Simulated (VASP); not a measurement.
# CuO (Cccm) in VASP: further runs, part 2 of 2

VASP 6.6.1.

## Step 5: Single point, PBEsol

INCAR reads:

```
SYSTEM = CuO
ALGO     = Normal         ! electronic algorithm
EDIFF    = 1E-6           ! SCF threshold, eV
ENCUT    = 520            ! plane-wave cutoff, eV
GGA      = PS             ! functional
ISIF     = 2              ! what is computed and relaxed
ISMEAR   = -1             ! smearing method
LASPH    = .True.         ! aspherical terms in the spheres
LCHARG   = .True.         ! write CHGCAR
LELF     = .True.         ! ELF
LREAL    = .False.        ! projectors in reciprocal space
LVHAR    = .True.       
LWAVE    = .False.        ! write WAVECAR
NBANDS   = 25             ! bands
NELM     = 100            ! most SCF steps
PREC     = Accurate       ! precision mode
SIGMA    = 0.1            ! smearing width, eV
```

KPOINTS reads:

```
k-points
0
Gamma
  14 14 8
  0 0 0
```

POSCAR reads:

```
CuO
1.0
    1.9909680000     -2.1535500000      0.0000000000
    1.9909680000      2.1535500000      0.0000000000
    0.0000000000      0.0000000000      5.1559280000
Cu O
2 2
Direct
    0.0000000000      0.5000000000      0.0000000000
    0.5000000000      0.0000000000      0.5000000000
    0.5000000000      0.5000000000      0.2500000000
    0.5000000000      0.5000000000      0.7500000000
```

Run with:

```bash
> cat potpaw_PBE.64/Cu/POTCAR potpaw_PBE.64/O/POTCAR > POTCAR
> mpirun -np 1 vasp_std > vasp.out
```

It took 4.1 min on 1 thread of Intel Xeon Platinum 8488C (Sapphire Rapids), shared host; peak memory 0.36 GiB.

The run converged. Its results:

* Free energy: -21.4871 eV
* Pressure: -5.4 GPa
* Band gap on the k mesh: zero (bands 17 and 18 overlap by 1.11 eV)

Stress tensor (GPa, compression positive):
```
-4.11  0.00  0.00
 0.00 -5.54  0.00
 0.00  0.00 -6.52
```

Levels at points of the mesh, in eV from the Fermi level:
```
           k point  band 14  band 15  band 16  band 17  band 18  band 19  band 20  band 21
(0.00, 0.00, 0.00)    -2.36    -2.30    -1.89     0.58     0.76     1.36     6.00     7.25
(0.50, 0.00, 0.00)    -1.87    -1.57    -1.50     0.21     0.46     3.61     5.88     6.31
(0.50, 0.50, 0.00)    -2.32    -1.64    -1.21    -1.15     1.13     2.10     7.18     9.07
(0.00, 0.00, 0.50)    -2.27    -1.54    -1.54     0.10     0.10     3.43     3.43    11.53
(0.50, 0.00, 0.50)    -2.33    -2.00    -1.82    -0.17     0.67     4.27     5.86     8.04
(0.50, 0.50, 0.50)    -1.89    -1.41    -1.41    -0.53    -0.53     3.97     3.97    10.03
```

Caveat: the cell stands under tension; the PAW data sets were made with another functional, which shifts forces and pressure a little; semilocal functionals often make such compounds metallic where correlation or magnetic order opens a gap, which also shifts bond lengths. With open d or f shells a metallic result of PBEsol can be an artefact of self-interaction; +U or a hybrid may open a gap.

## Step 6: Single point, PBEsol

INCAR reads:

```
SYSTEM = CuO
ALGO = Normal ; EDIFF = 1E-7
ENCUT = 520 ; GGA = PS
ISIF = 2 ; ISMEAR = -1
LASPH = .True. ; LCHARG = .False.
LREAL = .False. ; LWAVE = .False.
NBANDS = 25 ; NELM = 80
PREC = Accurate ; SIGMA = 0.5
```

KPOINTS is that of step 5.

POSCAR is that of step 5.

Potentials or basis: VASP PAW PBE potentials, release 64 (Cu, O).

Run with:

```bash
> cat potpaw_PBE.64/Cu/POTCAR potpaw_PBE.64/O/POTCAR > POTCAR
> mpirun -np 1 vasp_std > vasp.out
```

OUTCAR:

```text
SYSTEM = CuO
   EDIFF = 1E-7
   ENCUT = 520
   GGA = PS
   ISIF = 2
   ISMEAR = -1
   LASPH = .True.
   LREAL = .False.
   NELM = 80
   PREC = Accurate

 ion  position               nearest neighbor table
   1  0.000  0.500  0.000-   3 1.95   4 1.95   3 1.95   4 1.95
   2  0.500  0.000  0.500-   3 1.95   4 1.95   3 1.95   4 1.95
   3  0.500  0.500  0.250-   1 1.95   2 1.95   2 1.95   1 1.95
   4  0.500  0.500  0.750-   1 1.95   2 1.95   2 1.95   1 1.95

  LATTYP: Found a base centered orthorhombic cell.
 ALAT       =     3.9819360000
 B/A-ratio  =     1.0816597755
 C/A-ratio  =     1.2948294498

[... 864 lines left out ...]

 [... further k-points ...]
[... 5 lines left out ...]
  --------------------------------------------------------------------------------------
  -------------------------------------------------------------------------------------
  Total       -0.7090006     -0.9889471     -0.6821675      0.0000000      0.0000000      0.0000000
  in kB      -25.6921906    -35.8366618    -24.7198325      0.0000000      0.0000000      0.0000000
  external PRESSURE =     -28.7495616 kB  Pullay stress =       0.0000000 kB

 VOLUME and BASIS-vectors are now :
 -----------------------------------------------------------------------------
  energy-cutoff  :      520.00
  volume of cell :       44.21
      direct lattice vectors                 reciprocal lattice vectors
     1.990968000 -2.153550000  0.000000000     0.251134122 -0.232174781  0.000000000
     1.990968000  2.153550000  0.000000000     0.251134122  0.232174781  0.000000000
     0.000000000  0.000000000  5.155928000     0.000000000  0.000000000  0.193951506

 POSITION                                       TOTAL-FORCE (eV/Angst)
 -----------------------------------------------------------------------------------
      0.99548      1.07678      0.00000         0.000000      0.000000      0.000000
      0.99548     -1.07678      2.57796        -0.000000      0.000000      0.000000
      1.99097      0.00000      1.28898         0.000000     -0.000000     -0.000000
      1.99097      0.00000      3.86695         0.000000     -0.000000      0.000000
 -----------------------------------------------------------------------------------
    total drift:                                0.000000     -0.000000     -0.000000

  FREE ENERGIE OF THE ION-ELECTRON SYSTEM (eV)
  ---------------------------------------------------
  free  energy   TOTEN  =       -22.2912178071 eV

  energy  without entropy=      -20.6903957784  energy(sigma->0) =      -21.49080679
```

OSZICAR:

```text
N       E                     dE             d eps       ncg     rms          rms(c)
DAV:   1     0.296748453297E+03    0.29675E+03   -0.16343E+04 14978   0.209E+03
DAV:   2     0.100973539616E+02   -0.28665E+03   -0.26416E+03 14507   0.391E+02
DAV:   3    -0.277564382954E+02   -0.37854E+02   -0.35642E+02 17928   0.157E+02
DAV:   4    -0.290780136801E+02   -0.13216E+01   -0.13149E+01 17767   0.313E+01
DAV:   5    -0.291039546094E+02   -0.25941E-01   -0.25927E-01 18424   0.389E+00    0.185E+01
DAV:   6    -0.270233763890E+02    0.20806E+01   -0.45634E+01 20442   0.169E+02    0.154E+01
DAV:   7    -0.222406105257E+02    0.47828E+01   -0.13323E+01 17565   0.121E+02    0.270E+00
DAV:   8    -0.223545172085E+02   -0.11391E+00   -0.16385E+00 14990   0.871E+00    0.196E+00
DAV:   9    -0.223084696432E+02    0.46048E-01   -0.84900E-02 22061   0.816E+00    0.940E-01
DAV:  10    -0.222955687235E+02    0.12901E-01   -0.20260E-02 21353   0.241E+00    0.672E-01
DAV:  11    -0.222913223873E+02    0.42463E-02   -0.13559E-02 21611   0.105E+00    0.199E-01
DAV:  12    -0.222913943359E+02   -0.71949E-04   -0.54404E-04 20826   0.290E-01    0.183E-01
DAV:  13    -0.222912362823E+02    0.15805E-03   -0.61997E-04 22162   0.240E-01    0.426E-02
DAV:  14    -0.222912193242E+02    0.16958E-04   -0.50395E-05 23760   0.164E-01    0.171E-02
DAV:  15    -0.222912181558E+02    0.11685E-05   -0.14470E-05 16871   0.302E-02    0.609E-03
DAV:  16    -0.222912178344E+02    0.32141E-06   -0.24809E-06 22823   0.220E-02    0.155E-03
DAV:  17    -0.222912178071E+02    0.27215E-07   -0.18454E-07  9657   0.522E-03
   1 F= -.22291218E+02 E0= -.21490807E+02  d E =-.160082E+01
```

Wall time 4.6 min (1 thread of Intel Xeon Platinum 8488C (Sapphire Rapids), shared host); peak memory 0.36 GiB.

Results:

* Free energy: -22.2912 eV
* Pressure: -2.9 GPa
* Band gap on the k mesh: zero (bands 17 and 18 overlap by 1.14 eV)

Stress tensor (GPa, compression positive):
```
-2.57  0.00  0.00
 0.00 -3.58  0.00
 0.00  0.00 -2.47
```

Caveat: so wide a smearing shifts energies and pressures; the PAW data sets were made with another functional, which shifts forces and pressure a little; semilocal functionals often make such compounds metallic where correlation or magnetic order opens a gap, which also shifts bond lengths. With open d or f shells a metallic result of PBEsol can be an artefact of self-interaction; +U or a hybrid may open a gap.

## Step 7: Summary

| smearing | gap on the mesh (eV) | pressure (GPa) |
| --- | --- | --- |
| gaussian 0.2 eV | none | -5.4 |
| fermi-dirac 0.02 eV | none | -5.4 |
| fermi-dirac 0.05 eV | none | -5.4 |
| fermi-dirac 0.1 eV | none | -5.4 |
| fermi-dirac 0.5 eV | none | -2.9 |

Alike in all rows: task single point; level PBEsol; potentials or basis VASP PAW PBE potentials, release 64 (Cu, O); no spin polarisation; cell as given; k mesh 14 × 14 × 8; cutoff (eV) 520.

Caveats: the PAW data sets were made with another functional, which shifts forces and pressure a little; semilocal functionals often make such compounds metallic where correlation or magnetic order opens a gap, which also shifts bond lengths; the cell stands under tension (at least some runs); so wide a smearing shifts energies and pressures (at least some runs).

Total energies depend on the potentials used, so only differences within one code and one set of settings carry meaning.
